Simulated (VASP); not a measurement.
Wanted: the native input for a VASP 6.6.1 run.

```
Task                   : relaxation of cell and atoms
Functional             : PBE
Potentials or basis    : VASP PAW PBE potentials, release 64 (Bi_d, Se)
Cutoff                 : 600 eV
k mesh                 : 6 × 6 × 6
Occupations            : gaussian, width 0.1 eV
Spin                   : no spin polarisation
Dipole correction      : no
Further INCAR settings : ALGO = Normal; EDIFF = 1e-07; IBRION = 2; EDIFFG = -0.04; NSW = 90; ISIF = 3
```

The structure of BiSe4 lies in POSCAR:

```
BiSe4
1.0
   -2.4749083000      2.4749083000      5.9099665700
    2.4749083000     -2.4749083000      5.9099665700
    2.4749083000      2.4749083000     -5.9099665700
Bi Se
1 4
Direct
    0.0000000000      0.0000000000      0.0000000000
    0.6183366800      0.6183366800      0.0000000000
    0.7500000000      0.2500000000      0.5000000000
    0.2500000000      0.7500000000      0.5000000000
    0.3816633200      0.3816633200      0.0000000000
```

The cell was built from a structure type or drawn by symmetry, and may not be a known phase.

These files were run (other wordings do the same):

INCAR

```
SYSTEM = BiSe4
ALGO = Normal ; EDIFF = 1E-7
EDIFFG = -0.04 ; ENCUT = 600
GGA = PE ; IBRION = 2
ISIF = 3 ; ISMEAR = 0
LASPH = .True. ; LCHARG = .False.
LREAL = .False. ; LWAVE = .False.
NELM = 80 ; NSW = 90
PREC = Accurate ; SIGMA = 0.1
```

KPOINTS

```
k-points
0
Gamma
  6 6 6
  0 0 0
```

Potentials or basis: VASP PAW PBE potentials, release 64 (Bi_d, Se).

Command:

```console
$ cat potpaw_PBE.64/Bi_d/POTCAR potpaw_PBE.64/Se/POTCAR > POTCAR
$ mpirun -np 1 vasp_std > vasp.out
```

Results of the run:

```json
{"Relaxed volume": "27.55 Å³/atom", "Relaxed cell": "a = 6.017 Å, b = 6.017 Å, c = 6.017 Å, α = 125.97°, β = 125.97°, γ = 79.94°", "Space group after relaxing (to 0.1 Å)": "I4/mmm (No. 139)", "Energy gained by relaxing": "419.0 meV/atom", "Ionic steps": "22", "Pressure after relaxing": "-0.1 GPa", "Largest force after relaxing": "0.008 eV/Å", "Band gap on the k mesh": "zero (an odd number of electrons rules out a gap without spin polarisation)"}
```

Caveat: spin-orbit coupling is left out, which moves the levels of the heavy elements.

Run time: 34 min on 1 thread of Intel(R) Xeon(R) 6975P-C (Granite Rapids), on a shared host, peak memory 0.56 GiB.
